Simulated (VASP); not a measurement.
Set up this calculation in VASP 6.6.1, as the native input.

- Task: relaxation of cell and atoms
- Functional: revPBE
- Dispersion: D3(BJ)
- Potentials or basis: VASP PAW PBE potentials, release 64 (Cd, Se)
- Cutoff: 600 eV
- k mesh: 8 × 8 × 8
- Occupations: fermi-dirac, width 0.05 eV
- Spin: no spin polarisation
- Dipole correction: no
- Further INCAR settings: ALGO = Normal; EDIFF = 1e-06; IBRION = 2; EDIFFG = -0.01; NSW = 60; ISIF = 3

The structure of CdSe lies in POSCAR:

```
CdSe
1.0
    0.0000000000      3.0702711986      3.0702711986
    3.0702711986      0.0000000000      3.0702711986
    3.0702711986      3.0702711986      0.0000000000
Cd Se
1 1
Direct
    0.0000000000      0.0000000000      0.0000000000
    0.2500000000      0.2500000000      0.2500000000
```

One way to write it, as run:

INCAR

```
SYSTEM = CdSe
PREC     = Accurate       ! precision mode
ENCUT    = 600            ! plane-wave cutoff, eV
EDIFF    = 1E-6           ! SCF threshold, eV
ISMEAR   = -1             ! smearing method
SIGMA    = 0.05           ! smearing width, eV
LREAL    = .FALSE.        ! projectors in reciprocal space
LASPH    = .TRUE.         ! aspherical terms in the spheres
NELM     = 100            ! most SCF steps
ALGO     = Normal         ! electronic algorithm
ISIF     = 3              ! what is computed and relaxed
LWAVE    = .FALSE.        ! write WAVECAR
LCHARG   = .FALSE.        ! write CHGCAR
GGA      = RE             ! functional
IVDW     = 12             ! dispersion correction
IBRION   = 2              ! ionic algorithm
NSW      = 60             ! ionic steps
EDIFFG   = -0.01          ! ionic threshold
```

KPOINTS

```
regular mesh
0
G
  8 8 8
  0 0 0
```

Potentials or basis: VASP PAW PBE potentials, release 64 (Cd, Se).

Run with:

```bash
$ cat potpaw_PBE.64/Cd/POTCAR potpaw_PBE.64/Se/POTCAR > POTCAR
$ mpirun -np 1 vasp_std > vasp.out
```

Results of the run:

| Quantity | Value |
| --- | --- |
| Relaxed volume | 28.35 Å³/atom |
| Relaxed cell | a = 4.312 Å, b = 4.312 Å, c = 4.312 Å, α = 60.00°, β = 60.00°, γ = 60.00° |
| Space group after relaxing (to 0.05 Å) | F-43m (No. 216) |
| Energy gained by relaxing | 1.9 meV/atom |
| Ionic steps | 3 |
| Pressure after relaxing | 0.0 GPa |
| Band gap on the k mesh | 0.72 eV, direct |
| Dispersion energy per atom | -0.606 eV |

Caveat: the PAW data sets were made with another functional, which shifts forces and pressure a little.

Wall time 54 s on 1 thread of AMD EPYC 7R43 64-Core Processor (Zen 3), on a shared host, peak memory 0.21 GiB.
